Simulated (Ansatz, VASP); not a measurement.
KZnF3 in VASP and in Ansatz

File INCAR:

```
SYSTEM = KZnF3
PREC = Accurate ; ENCUT = 520
EDIFF = 1E-6 ; ISMEAR = 0
SIGMA = 0.02 ; LREAL = .False.
LASPH = .True. ; NELM = 80
ALGO = Normal ; ISIF = 2
LWAVE = .False. ; LCHARG = .True.
GGA = PS ; LELF = .True.
LVHAR = .True. ; NBANDS = 29
```

KPOINTS

```
regular mesh
0
Gamma
  6 6 6
  0 0 0
```

The input POSCAR:

```
KZnF3
1.0
    4.0519406020      0.0000000000      0.0000000000
    0.0000000000      4.0519406020      0.0000000000
    0.1823373271      0.0000000000      4.0519406020
K Zn F
1 1 3
Direct
    0.0000000000      0.0000000000      0.0000000000
    0.5000000000      0.5000000000      0.5000000000
    0.0000000000      0.5000000000      0.5000000000
    0.5000000000      0.0000000000      0.5000000000
    0.5000000000      0.5000000000      0.0000000000
```

Input for Ansatz:

```yaml
crystal:
  lattice:
    - [4.051940602, 0.0, 0.0]
    - [0.0, 4.051940602, 0.0]
    - [0.1823373271, 0.0, 4.051940602]
  atoms:
    - { symbol: K, position: [0.0, 0.0, 0.0] }
    - { symbol: Zn, position: [0.5, 0.5, 0.5] }
    - { symbol: F, position: [0.0, 0.5, 0.5] }
    - { symbol: F, position: [0.5, 0.0, 0.5] }
    - { symbol: F, position: [0.5, 0.5, 0.0] }
basis:
  ecutwfc: 420
kpoints:
  mp_grid: { grid: [6, 6, 6] }
hamiltonian:
  xc: pbesol
scf:
  occupations: { method: gaussian, width: 0.02 }
output:
  forces: true
  stress: true
  eigenvalues: true
```

Change from the starting cell: shear of c along a, cell held, atoms relaxed: +4.5 %.

Alike in both runs: task single point; functional PBEsol; k mesh 6 × 6 × 6; occupations gaussian, width 0.02 eV; no spin polarisation.

```csv
,VASP,Ansatz
version,VASP 6.6.1,Ansatz 0.2.0
potentials or method,"VASP PAW PBE potentials, release 64 (K_sv, Zn, F), cutoff 520 eV","scalar-relativistic, plane waves, PAW"
valence electrons in the cell,42,42
```

```csv
,VASP,Ansatz,Ansatz less VASP
gap on the k mesh at the Fermi level (eV),3.63,3.70,+0.073
least direct gap on the mesh (eV),5.37,5.41,+0.041
pressure (GPa),0.5,0.0,-0.44
"traceless stress, the component that is largest in VASP (GPa)",-1.50,-1.51,-0.014
```

VASP's potentials were made for PBE, not for PBEsol. With one functional, cell and mesh, what is left measures potentials, basis and numerics.
